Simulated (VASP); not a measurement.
SiO2, 12 atoms in the cell. It takes space group P6_322 (No. 182, hexagonal). Conventional cell: a = 5.112 Å, b = 5.112 Å, c = 8.539 Å, α = 90.00°, β = 90.00°, γ = 120.00°. Within 2.1 Å of Si (site symmetry 3) lie 4 O at 1.60 to 1.61 Å. O (site symmetry 2) has 2 Si at 1.61 Å within 2.1 Å. Within 2.1 Å of O (site symmetry 32) lie 2 Si at 1.60 Å. 

- Program: VASP 6.6.1
- Task: single point
- Functional: r2SCAN
- Potentials or basis: VASP PAW PBE potentials, release 64 (Si, O)
- Cutoff: 520 eV
- k mesh: 6 × 6 × 4
- Occupations: gaussian, width 0.02 eV
- Spin: no spin polarisation
- Dipole correction: no
- Further INCAR settings: ALGO = Normal; EDIFF = 1e-06; NBANDS = 44

Potentials or basis: VASP PAW PBE potentials, release 64 (Si, O).

Run with:

```console
$ cat potpaw_PBE.64/Si/POTCAR potpaw_PBE.64/O/POTCAR > POTCAR
$ cp INCAR.step1 INCAR
$ mpirun -np 1 vasp_std > vasp.out
$ cp INCAR.step2 INCAR
$ mpirun -np 1 vasp_std > vasp.out
```

Hardware: 1 thread of Oxide Virtual Turin-like Processor, with other jobs on the host.

Question: Estimate the wall time of this run.

Answer: Wall time 8.3 min on 1 thread of Oxide Virtual Turin-like Processor, on a shared host, peak memory 0.38 GiB. Counts: k points 21.
